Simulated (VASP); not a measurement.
KCl, 2 atoms in the cell. The structure is cubic, space group Pm-3m (No. 221). Conventional cell: a = 3.770 Å, b = 3.770 Å, c = 3.770 Å, α = 90.00°, β = 90.00°, γ = 90.00°. Within 4.3 Å of K (site symmetry m-3m) lie 8 Cl at 3.27 Å and 6 K at 3.77 Å. Cl (site symmetry m-3m) has 8 K at 3.27 Å and 6 Cl at 3.77 Å within 4.3 Å. 

```yaml
Program: VASP 6.6.1
Task: relaxation of cell and atoms
Functional: r2SCAN
Potentials_or_basis: VASP PAW PBE potentials, release 64 (K_sv, Cl)
Cutoff: 600 eV
k_mesh: 6 × 6 × 6
Occupations: gaussian, width 0.02 eV
Spin: no spin polarisation
Dipole_correction: no
Further_INCAR_settings: ALGO = Normal; EDIFF = 1e-07; IBRION = 2; EDIFFG = -0.005; NSW = 100; ISIF = 3
```

Potentials or basis: VASP PAW PBE potentials, release 64 (K_sv, Cl).

Run with:

```console
$ cat potpaw_PBE.64/K_sv/POTCAR potpaw_PBE.64/Cl/POTCAR > POTCAR
$ cp INCAR.step1 INCAR
$ mpirun -np 1 vasp_std > vasp.out
$ cp INCAR.step2 INCAR
$ mpirun -np 1 vasp_std > vasp.out
```

Hardware: 1 thread of AMD EPYC 9R45 96-Core Processor (Zen 5), with other jobs on the host.

Task: How long does it take, and how much memory?

Result: Wall time 33 s on 1 thread of AMD EPYC 9R45 96-Core Processor (Zen 5), with other jobs on the host, peak memory 0.14 GiB. Counts: k points 20, ion steps 1.
